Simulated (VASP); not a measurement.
# Sn (I4_1/amd) in VASP: single point with HSE06

Aim: the single point of Sn with HSE06.

Everything below comes from runs of VASP 6.6.1. Logs are shortened: lines on timing, memory, paths and dates and some standing lists are left out, and cuts for length are marked.

### Step 1. The cell of the first run

It takes space group I4_1/amd (No. 141, tetragonal). Conventional cell: a = 4.645 Å, b = 4.645 Å, c = 6.606 Å, α = 90.00°, β = 90.00°, γ = 90.00°. Sn (site symmetry -4m2) has 4 Sn at 2.85 Å within 3.8 Å.

### Step 2. Single point, HSE06 (uniaxial z strain +0.6%)

POSCAR

```
Sn
1.0
    0.0000000000      3.2844597792      3.3028527539
    3.2844597792      0.0000000000      3.3028527539
    3.2844597792      3.2844597792      0.0000000000
Sn
2
Direct
    0.0000000000      0.0000000000      0.0000000000
    0.2500000000      0.2500000000      0.2500000000
```

INCAR.step1

```
SYSTEM = Sn
PREC     = Accurate       ! precision mode
ENCUT    = 520            ! plane-wave cutoff, eV
EDIFF    = 1E-5           ! SCF threshold, eV
ISMEAR   = -1             ! smearing method
SIGMA    = 0.02           ! smearing width, eV
LREAL    = .False.        ! projectors in reciprocal space
LASPH    = .True.         ! aspherical terms in the spheres
NELM     = 80             ! most SCF steps
ALGO     = Normal         ! electronic algorithm
ISIF     = 2              ! what is computed and relaxed
LWAVE    = .True.         ! write WAVECAR
LCHARG   = .False.        ! write CHGCAR
GGA      = PE             ! functional
NBANDS   = 21             ! bands
```

INCAR.step2

```
SYSTEM = Sn
PREC     = Accurate       ! precision mode
ENCUT    = 520            ! plane-wave cutoff, eV
EDIFF    = 1E-6           ! SCF threshold, eV
ISMEAR   = -1             ! smearing method
SIGMA    = 0.02           ! smearing width, eV
LREAL    = .False.        ! projectors in reciprocal space
LASPH    = .True.         ! aspherical terms in the spheres
NELM     = 80             ! most SCF steps
ALGO     = Normal         ! electronic algorithm
ISIF     = 2              ! what is computed and relaxed
LWAVE    = .False.        ! write WAVECAR
LCHARG   = .False.        ! write CHGCAR
GGA      = PE             ! functional
LHFCALC  = .True.         ! exact exchange
HFSCREEN = 0.2079         ! screening, 1/A
PRECFOCK = Normal       
ISTART   = 1            
NBANDS   = 21             ! bands
```

KPOINTS

```
regular mesh
0
Gamma
  4 4 4
  0 0 0
```

Potentials or basis: VASP PAW PBE potentials, release 64 (Sn_d).

The run is started by

```sh
cat potpaw_PBE.64/Sn_d/POTCAR > POTCAR
cp INCAR.step1 INCAR
mpirun -np 1 vasp_std > vasp.out
cp INCAR.step2 INCAR
mpirun -np 1 vasp_std > vasp.out
```

OUTCAR:

```text
SYSTEM = Sn
   PREC = Accurate
   ENCUT = 520
   EDIFF = 1E-6
   ISMEAR = -1
   LREAL = .False.
   LASPH = .True.
   NELM = 80
   ISIF = 2
   GGA = PE
   LHFCALC = .True.
   HFSCREEN = 0.2079
   PRECFOCK = Normal
   ISTART = 1

 ion  position               nearest neighbor table
   1  0.000  0.000  0.000-   2 2.85   2 2.85   2 2.85   2 2.85
   2  0.250  0.250  0.250-   1 2.85   1 2.85   1 2.85   1 2.85

  LATTYP: Found a body centered tetragonal cell.
 ALAT       =     4.6449275648
 C/A-ratio  =     1.4221331583

  Lattice vectors:

 A1 = (  -3.2844597792,   0.0000000000,   3.3028527539)
 A2 = (   3.2844597792,   0.0000000000,   3.3028527539)
 A3 = (   0.0000000000,   3.2844597792,  -3.3028527539)

Analysis of symmetry for initial positions (statically):
=====================================================================
 Subroutine PRICEL returns:
 Original cell was already a primitive cell.

 Routine SETGRP: Setting up the symmetry group for a
 body centered tetragonal supercell.

 Subroutine GETGRP returns: Found 16 space group operations
 (whereof  8 operations were pure point group operations)
 out of a pool of 16 trial point group operations.

The static configuration has the point symmetry D_2d.
 The point group associated with its full space group is D_4h.

Analysis of symmetry for dynamics (positions and initial velocities):
=====================================================================
 Subroutine PRICEL returns:
 Original cell was already a primitive cell.

 Routine SETGRP: Setting up the symmetry group for a
 body centered tetragonal supercell.

 Subroutine GETGRP returns: Found 16 space group operations
 (whereof  8 operations were pure point group operations)
 out of a pool of 16 trial point group operations.

The dynamic configuration has the point symmetry D_2d.
 The point group associated with its full space group is D_4h.

 Subroutine INISYM returns: Found 16 space group operations
 (whereof  8 operations are pure point group operations),
 and found     1 'primitive' translations

----------------------------------------------------------------------------------------

                                     Primitive cell

  volume of cell :      71.2602

  direct lattice vectors                    reciprocal lattice vectors
     0.000000000  3.284459779  3.302852754    -0.152232036  0.152232036  0.151384284
     3.284459779  0.000000000  3.302852754     0.152232036 -0.152232036  0.151384284
     3.284459779  3.284459779  0.000000000     0.152232036  0.152232036 -0.151384284

  length of vectors
     4.657951519  4.657951519  4.644927565     0.263185082  0.263185082  0.263185082

  position of ions in fractional coordinates (direct lattice)
     0.000000000  0.000000000  0.000000000
     0.250000000  0.250000000  0.250000000

  ion indices of the primitive-cell ions
   primitive index   ion index
                 1           1
                 2           2

----------------------------------------------------------------------------------------

 KPOINTS: regular mesh

Automatic generation of k-mesh.
 Grid dimensions read from file:
 generate k-points for:    4    4    4

 Generating k-lattice:

  Cartesian coordinates                     Fractional coordinates (reciprocal lattice)
    -0.038058009  0.038058009  0.037846071     0.250000000 -0.000000000  0.000000000
     0.038058009 -0.038058009  0.037846071    -0.000000000  0.250000000  0.000000000
     0.038058009  0.038058009 -0.037846071     0.000000000  0.000000000  0.250000000

  Length of vectors
     0.065796270  0.065796270  0.065796270

  Shift w.r.t. Gamma in fractional coordinates (k-lattice)
     0.000000000  0.000000000  0.000000000

 Subroutine IBZKPT returns following result:
 ===========================================

 Found     13 irreducible k-points:

 Following reciprocal coordinates:
            Coordinates               Weight
  0.000000  0.000000  0.000000      1.000000
  0.250000 -0.000000  0.000000      8.000000
  0.500000 -0.000000  0.000000      4.000000
  0.250000  0.250000  0.000000      2.000000
  0.500000  0.250000  0.000000      8.000000
 -0.250000  0.250000  0.000000      4.000000
  0.500000  0.500000  0.000000      1.000000
  0.250000  0.000000  0.250000      4.000000
  0.500000 -0.000000  0.250000     16.000000
 -0.250000  0.000000  0.250000      8.000000
 -0.250000  0.500000  0.250000      4.000000
  0.500000  0.000000  0.500000      2.000000
 -0.250000  0.250000  0.500000      2.000000
   k-points           NKPTS =     13   k-points in BZ     NKDIM =     64   number of bands    NBANDS=     21
   number of dos      NEDOS =    301   number of ions     NIONS =      2
   total plane-waves  NPLWV =  46656
   dimension x,y,z NGX =    36 NGY =   36 NGZ =   36
   dimension x,y,z NGXF=    72 NGYF=   72 NGZF=   72
   ions per type =               2
   NGX,Y,Z   is equivalent  to a cutoff of  12.85, 12.85, 12.88 a.u.
   NGXF,Y,Z  is equivalent  to a cutoff of  25.70, 25.70, 25.77 a.u.
 SYSTEM =  Sn
   PREC   = accura    normal or accurate (medium, high low for compatibility)
   ISTART =      1    job   : 0-new  1-cont  2-samecut
   ICHARG =      0    charge: 1-file 2-atom 10-const
   ISPIN  =      1    spin polarized calculation?
   LNONCOLLINEAR =      F non collinear calculations
   LSORBIT =      F    spin-orbit coupling
   LASPH  =      T    aspherical Exc in radial PAW
   ENCUT  =  520.0 eV  38.22 Ry    6.18 a.u.   8.66  8.66  8.64*2*pi/ulx,y,z
   NELM   =     80;   NELMIN=  2; NELMDL=  0     # of ELM steps
   EDIFF  = 0.1E-05   stopping-criterion for ELM
   LREAL  =      F    real-space projection
   EDIFFG = 0.1E-04   stopping-criterion for IOM
   NSW    =      0    number of steps for IOM
   IBRION =     -1    ionic relax: 0-MD 1-quasi-New 2-CG
   NFREE  =      0    steps in history (QN), initial steepest desc. (CG)
   ISIF   =      2    stress and relaxation
   ISYM   =      3    0-nonsym 1-usesym 2-fastsym
   POTIM  = 0.5000    time-step for ionic-motion
   TEBEG  =    0.0;   TEEND  =   0.0 temperature during run
   PSTRESS=    0.0 pullay stress
   NELECT =      28.0000    total number of electrons
   NUPDOWN=      -1.0000    fix difference up-down
   EMIN   =  10.00;   EMAX   =-10.00  energy-range for DOS
   EFERMI =   0.00;   METHOD = LEGACY
   ISMEAR =    -1;   SIGMA  =   0.02  broadening in eV -4-tet -1-fermi 0-gaus
   EFERMI_NEDOS =   21; number of points for ismear=-14 and -15
   IALGO  =     38    algorithm
   IMIX   =      1    mixing-type and parameters
     AMIX     =   0.40;   BMIX     =  1.00
     AMIX_MAG =   1.60;   BMIX_MAG =  1.00
  volume/ion in A,a.u.               =      35.63       240.44
  Fermi-wavevector in a.u.,A,eV,Ry     =   1.199072  2.265917 19.562087  1.437773
  Thomas-Fermi vector in A             =   2.334944
   LORBIT       =      0    0 simple, 1 ext, 2 COOP (PROOUT), +10 PAW based schemes
   GGA     = PE    functional components
   LHFCALC =     T    Hartree Fock is set to
   PRECFOCK=normal    Normal, Fast or Accurate (Low or Medium for compatibility)
   ENCUT4O =  -1.0   cutoff for four orbital integrals eV
   NKREDX  =     1    reduce k-point grid by
   NKREDY  =     1    reduce k-point grid by
   NKREDZ  =     1    reduce k-point grid by
   AEXX    =    0.2500 exact exchange contribution
   HFSCREEN=    0.2079 screening length (either q_TF or 0.3 A-1)
   HFSCREENC=   0.2079 screening length for correlation (either q_TF or 0.3 A-1)
   ENCUTFOCK=  -1.0 apply spherical cutoff to Coloumb kernel
   IVDW    =     0    specifies the selected vdW correction
   LEPSILON=     F    determine dielectric tensor
   LRPA    =     F    only Hartree local field effects (RPA)
 non-spin polarized calculation
  energy-cutoff  :      520.00
  volume of cell :       71.26
 maximum number of plane-waves:      1948
 NGX is ok and might be reduce to    36
  NGX = 28; NGY = 28; NGZ = 28

 number of electron      27.9999986 magnetization

 Free energy of the ion-electron system (eV)
  ---------------------------------------------------
  ext. energy  EPLUGINS =         0.00000000
  ---------------------------------------------------
  free energy    TOTEN  =        -8.87140805 eV

  energy without entropy =       -8.87044208  energy(sigma->0) =       -8.87092506

 E-fermi :   5.0684     XC(G=0):  -7.2512

 val. band max:        5.0669019255   @ k =   0.0000   0.0000   0.0000
 cond. band min:       5.3592066198   @ k =   0.5000  -0.0000   0.0000
 fundamental gap:      0.2923046943
 Fermi energy:         5.0684108913

 k-point     1 :       0.0000    0.0000    0.0000
  band No.  band energies     occupation
      1     -18.7390      2.00000
      2     -18.7389      2.00000
      3     -18.7389      2.00000
      4     -18.6866      2.00000
      5     -18.6843      2.00000
      6     -18.4028      2.00000
[... 13 lines left out ...]
     20      13.4813      0.00000
     21      13.5725      0.00000

 k-point     2 :       0.2500   -0.0000    0.0000
  band No.  band energies     occupation
      1     -18.7637      2.00000
      2     -18.7631      2.00000
      3     -18.7273      2.00000
      4     -18.6492      2.00000
      5     -18.6469      2.00000
      6     -18.4399      2.00000
[... 13 lines left out ...]
     20      12.4496      0.00000
     21      12.4700      0.00000

 k-point     3 :       0.5000   -0.0000    0.0000
  band No.  band energies     occupation
      1     -18.7741      2.00000
      2     -18.7732      2.00000
      3     -18.7150      2.00000
      4     -18.6301      2.00000
      5     -18.6273      2.00000
      6     -18.4546      2.00000
[... 13 lines left out ...]
     20      14.4613      0.00000
     21      14.5625      0.00000
[... 193 lines left out ...]
 k-point    12 :       0.5000    0.0000    0.5000
  band No.  band energies     occupation
      1     -18.7877      2.00000
      2     -18.7877      2.00000
      3     -18.6614      2.00000
      4     -18.6614      2.00000
      5     -18.5345      2.00000
      6     -18.5345      2.00000
[... 13 lines left out ...]
     20      14.9476      0.00000
     21      16.0263      0.00000

 k-point    13 :      -0.2500    0.2500    0.5000
  band No.  band energies     occupation
      1     -18.8039      2.00000
      2     -18.8039      2.00000
      3     -18.6062      2.00000
      4     -18.6062      2.00000
      5     -18.5454      2.00000
      6     -18.5454      2.00000
[... 13 lines left out ...]
     20      14.7790      0.00000
     21      15.9786      0.00000

------------------------ aborting loop because EDIFF is reached ----------------------------------------

  FORCE on cell =-STRESS in cart. coord.  units (eV):
  Direction    XX          YY          ZZ          XY          YZ          ZX
  --------------------------------------------------------------------------------------
  -------------------------------------------------------------------------------------
  Total       -0.0225525     -0.0225525     -0.0296636      0.0000000      0.0000000      0.0000000
  in kB       -0.5070579     -0.5070579     -0.6669417      0.0000000      0.0000000      0.0000000
  external PRESSURE =      -0.5603525 kB  Pullay stress =       0.0000000 kB

 VOLUME and BASIS-vectors are now :
 -----------------------------------------------------------------------------
  energy-cutoff  :      520.00
  volume of cell :       71.26
      direct lattice vectors                 reciprocal lattice vectors
     0.000000000  3.284459779  3.302852754    -0.152232036  0.152232036  0.151384284
     3.284459779  0.000000000  3.302852754     0.152232036 -0.152232036  0.151384284
     3.284459779  3.284459779  0.000000000     0.152232036  0.152232036 -0.151384284

 POSITION                                       TOTAL-FORCE (eV/Angst)
 -----------------------------------------------------------------------------------
      0.00000      0.00000      0.00000         0.000000      0.000000     -0.000000
      1.64223      1.64223      1.65143         0.000000      0.000000      0.000000
 -----------------------------------------------------------------------------------
    total drift:                               -0.000000      0.000000     -0.000000

  FREE ENERGIE OF THE ION-ELECTRON SYSTEM (eV)
  ---------------------------------------------------
  free  energy   TOTEN  =        -8.8714080452 eV

  energy  without entropy=       -8.8704420802  energy(sigma->0) =       -8.87092506
```

It took 85 min on 1 thread of AMD EPYC 7R13, shared host; peak memory 0.33 GiB.

What came out:

```
Free energy            : -8.8714 eV
Pressure               : -0.1 GPa
Band gap on the k mesh : zero (filled and empty bands touch)
```

Caveat: the k points lie up to 0.41 Å⁻¹ apart; the cell differs from its parent crystal (uniaxial z strain +0.6%); the PAW data sets were made with another functional, which shifts forces and pressure a little; spin-orbit coupling is left out, which moves the levels of the heavy elements.

The gap in the log of VASP goes by the Fermi energy; the results here count the filled bands.